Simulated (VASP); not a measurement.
Wanted: the native input for a VASP 6.6.1 run.

| Property | Result |
| --- | --- |
| Task | single point |
| Functional | PBE |
| Potentials or basis | VASP PAW PBE potentials, release 64 (Hf_pv, H, F) |
| Cutoff | 520 eV |
| k mesh | 12 × 12 × 10 |
| Occupations | gaussian, width 0.1 eV |
| Spin | no spin polarisation |
| Dipole correction | no |
| Further INCAR settings | ALGO = Normal; EDIFF = 1e-07; NBANDS = 24 |

The structure of HfHF3 lies in POSCAR:

```
HfHF3
1.0
    3.4239649577      0.0000000000      0.0000000000
    0.0000000000      3.4239649577      0.0000000000
    0.0000000000      0.0000000000      3.9840822537
Hf H F
1 1 3
Direct
    0.5000000000      0.5000000000      0.5000000000
    0.0000000000      0.0000000000      0.0000000000
    0.0000000000      0.0000000000      0.5000000000
    0.0000000000      0.5000000000      0.0000000000
    0.5000000000      0.0000000000      0.0000000000
```

These files were run (other wordings do the same):

INCAR

```
PREC     = Accurate       # precision mode
ENCUT    = 520            # plane-wave cutoff, eV
EDIFF    = 1E-7           # SCF threshold, eV
ISMEAR   = 0              # smearing method
SIGMA    = 0.1            # smearing width, eV
LREAL    = F              # projectors in reciprocal space
LASPH    = T              # aspherical terms in the spheres
NELM     = 80             # most SCF steps
ALGO     = Normal         # electronic algorithm
ISIF     = 2              # what is computed and relaxed
LWAVE    = F              # write WAVECAR
LCHARG   = F              # write CHGCAR
GGA      = PE             # functional
NBANDS   = 24             # bands
```

KPOINTS

```
regular mesh
0
Gamma
  12 12 10
```

Potentials or basis: VASP PAW PBE potentials, release 64 (Hf_pv, H, F).

Launch:

```sh
$ cat potpaw_PBE.64/Hf_pv/POTCAR potpaw_PBE.64/H/POTCAR potpaw_PBE.64/F/POTCAR > POTCAR
$ mpirun -np 1 vasp_std > vasp.out
```

It gave:

```
Pressure               : -1.7 GPa
Band gap on the k mesh : zero (band 16 reaches 7.97 eV, above the bottom of band 17 at 4.30 eV)
```

Caveat: spin-orbit coupling is left out, which moves the levels of the heavy elements.

Run time: 80 s on 1 thread of Intel(R) Xeon(R) 6975P-C (Granite Rapids), with other jobs on the host, peak memory 0.29 GiB.
